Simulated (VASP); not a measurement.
The system is BiOs2.

```
CELL_PARAMETERS angstrom
4.11317 0.00000 0.00000
0.00000 4.11317 0.00000
0.00000 0.00000 6.27588
ATOMIC_POSITIONS crystal
Bi 0.00000 0.50000 0.70000
Bi 0.50000 0.00000 0.30000
Os 0.00000 0.00000 0.00000
Os 0.50000 0.50000 0.00000
Os 0.00000 0.50000 0.27000
Os 0.50000 0.00000 0.73000
```

```yaml
Program: VASP 6.6.1
Task: relaxation of cell and atoms
Functional: PBE
Potentials_or_basis: VASP PAW PBE potentials, release 64 (Bi_d, Os)
Cutoff: 600 eV
k_mesh: 4 × 4 × 4
Occupations: gaussian, width 0.1 eV
Spin: no spin polarisation
```

At the start: pressure 16.8 GPa; volume 17.70 Å³/atom.

Task: How do energy, volume and symmetry change on relaxing?

Result: Over 24 steps the energy falls by 417.9 meV/atom and the volume is 19.13 Å³/atom (+8.1 %); space group P4/nmm (No. 129, to 0.1 Å) before and after.

The path:
| step | energy change (eV) | largest force (eV/Å) | pressure (GPa) | volume (Å³) |
| --- | --- | --- | --- | --- |
| 1 | 0.0000 | 1.9914 | 16.79 | 106.18 |
| 2 | 1.3190 | 3.1689 | -23.59 | 137.13 |
| 3 | -0.5700 | 1.8563 | -3.84 | 115.92 |
| 4 | -0.5733 | 1.7880 | -2.76 | 115.25 |
| 5 | -1.0449 | 1.3364 | -1.58 | 115.02 |
| 6 | -1.5966 | 1.4225 | 2.57 | 114.41 |
| 7 | -1.2264 | 4.1925 | 21.33 | 112.35 |
| 8 | -1.8044 | 1.3392 | 7.56 | 113.85 |
| 9 | -2.0013 | 0.8952 | 2.57 | 117.07 |
| 10 | -2.0718 | 0.6548 | -2.42 | 121.06 |
| 11 | -2.0724 | 0.6627 | -2.07 | 120.75 |
| 12 | -2.1144 | 0.7707 | -1.71 | 120.35 |
| 13 | -2.2480 | 1.1784 | -0.43 | 119.08 |
| 14 | -2.3502 | 1.4210 | 2.82 | 116.27 |
| 15 | -2.3647 | 1.4101 | 1.64 | 117.17 |
| 16 | -2.4135 | 0.8514 | -0.61 | 117.68 |
| 17 | -2.4166 | 0.6929 | -1.27 | 117.83 |
| 18 | -2.4409 | 0.6319 | -0.61 | 117.04 |
| 19 | -2.4800 | 0.4089 | 1.70 | 114.71 |
| 20 | -2.4965 | 0.1563 | -0.43 | 115.48 |
| 21 | -2.4969 | 0.1459 | -0.85 | 115.64 |
| 22 | -2.5033 | 0.0849 | -0.53 | 115.27 |
| 23 | -2.5063 | 0.1226 | -0.08 | 114.82 |
| 24 | -2.5073 | 0.0397 | 0.18 | 114.77 |

Final structure:
```cif
data_structure
_symmetry_space_group_name_H-M 'P 1'
_symmetry_Int_Tables_number 1
_cell_length_a 3.7974
_cell_length_b 3.7974
_cell_length_c 7.9590
_cell_angle_alpha 90.000
_cell_angle_beta 90.000
_cell_angle_gamma 90.000
_cell_volume 114.77
loop_
_atom_site_label
_atom_site_type_symbol
_atom_site_fract_x
_atom_site_fract_y
_atom_site_fract_z
_atom_site_occupancy
Bi1 Bi 0.00000 0.50000 0.63338 1
Bi2 Bi 0.50000 0.00000 0.36662 1
Os1 Os 0.00000 0.00000 0.00000 1
Os2 Os 0.50000 0.50000 0.00000 1
Os3 Os 0.00000 0.50000 0.22955 1
Os4 Os 0.50000 0.00000 0.77045 1
```

Caveat: the k points lie up to 0.41 Å⁻¹ apart in the final cell, too coarse for converged energies and pressures of a metal; a cell axis changed by over 15 % at a fixed basis, so the end point is rough.
